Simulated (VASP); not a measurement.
InSb3, 4 atoms in the cell. It takes space group Cmmm (No. 65, orthorhombic). Conventional cell: a = 6.729 Å, b = 6.865 Å, c = 4.806 Å, α = 90.00°, β = 90.00°, γ = 90.00°. Within 4.4 Å of Sb (site symmetry mmm) lie 4 In at 3.36 to 3.43 Å and 8 Sb at 3.40 Å. Sb (site symmetry 2/m) has 8 Sb at 3.36 to 3.43 Å and 4 In at 3.40 Å within 4.4 Å. Within 4.4 Å of In (site symmetry mmm) lie 12 Sb at 3.36 to 3.43 Å. 

```yaml
Program: VASP 6.6.1
Task: single point
Functional: PBEsol
Potentials_or_basis: VASP PAW PBE potentials, release 64 (Sb, In_d)
Cutoff: 520 eV
k_mesh: 5 × 5 × 5
Occupations: fermi-dirac, width 0.05 eV
Spin: no spin polarisation
Dipole_correction: no
Further_INCAR_settings: ALGO = Normal; EDIFF = 1e-06; NBANDS = 22
```

Potentials or basis: VASP PAW PBE potentials, release 64 (Sb, In_d).

Launch:

```console
$ cat potpaw_PBE.64/Sb/POTCAR potpaw_PBE.64/In_d/POTCAR > POTCAR
$ mpirun -np 1 vasp_std > vasp.out
```

Hardware: 1 thread of AMD EPYC 9R45 96-Core Processor (Zen 5), on a shared host.

Estimate the wall time of this run.

It took 24 s on 1 thread of AMD EPYC 9R45 96-Core Processor (Zen 5), with other jobs on the host, peak memory 0.2 GiB. Counts: scf iterations 11, k points 27.
